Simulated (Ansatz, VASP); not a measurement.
## One calculation of HfN, two programs

INCAR

```
ALGO = Normal ; EDIFF = 1E-7
ENCUT = 520 ; GGA = PS
ISIF = 2 ; ISMEAR = 0
LASPH = T ; LCHARG = F
LREAL = F ; LWAVE = F
NBANDS = 14 ; NELM = 60
PREC = Accurate ; SIGMA = 0.15
```

The input KPOINTS:

```
k-points
0
Gamma
  18 18 18
```

POSCAR

```
HfN
1.0
    0.0000000000      2.3154750000      2.2590000000
    2.3154750000      0.0000000000      2.2590000000
    2.3154750000      2.3154750000      0.0000000000
Hf N
1 1
Direct
    0.0000000000      0.0000000000      0.0000000000
    0.5000000000      0.5000000000      0.5000000000
```

Input for Ansatz:

```yaml
crystal:
  lattice:
    - [0.0, 2.315475, 2.259]
    - [2.315475, 0.0, 2.259]
    - [2.315475, 2.315475, 0.0]
  atoms:
    - { symbol: Hf, position: [0.0, 0.0, 0.0] }
    - { symbol: "N", position: [0.5, 0.5, 0.5] }
basis:
  ecutwfc: 420
kpoints:
  mp_grid: { grid: [18, 18, 18] }
hamiltonian:
  xc: pbesol
scf:
  occupations: { method: gaussian, width: 0.15 }
output:
  forces: true
  stress: true
  eigenvalues: true
```

Change from the starting cell: strain +0.025 along x and y, +0.000 along z, atoms carried along.

Alike in both runs: task single point; functional PBEsol; k mesh 18 × 18 × 18; occupations gaussian, width 0.15 eV; no spin polarisation.

|  | VASP | Ansatz |
| --- | --- | --- |
| version | VASP 6.6.1 | Ansatz 0.2.0 |
| potentials or method | VASP PAW PBE potentials, release 64 (Hf_pv, N), cutoff 520 eV | scalar-relativistic, plane waves, PAW |
| valence electrons in the cell | 15 | 31 |

```tsv
	VASP	Ansatz	Ansatz less VASP
gap on the k mesh at the Fermi level (eV)	none	none	-
pressure (GPa)	-16.7	-14.7	+2.03
traceless stress, the component that is largest in VASP (GPa)	6.30	6.39	+0.087
```

VASP's potentials were made for PBE, not for PBEsol. A gap of «none» marks a metal or a gap that the smearing closes. VASP's potentials hold 15 valence electrons a cell and Ansatz's 31, so a difference there can come from the potentials and not from the codes.

Neither program's run includes spin-orbit coupling.
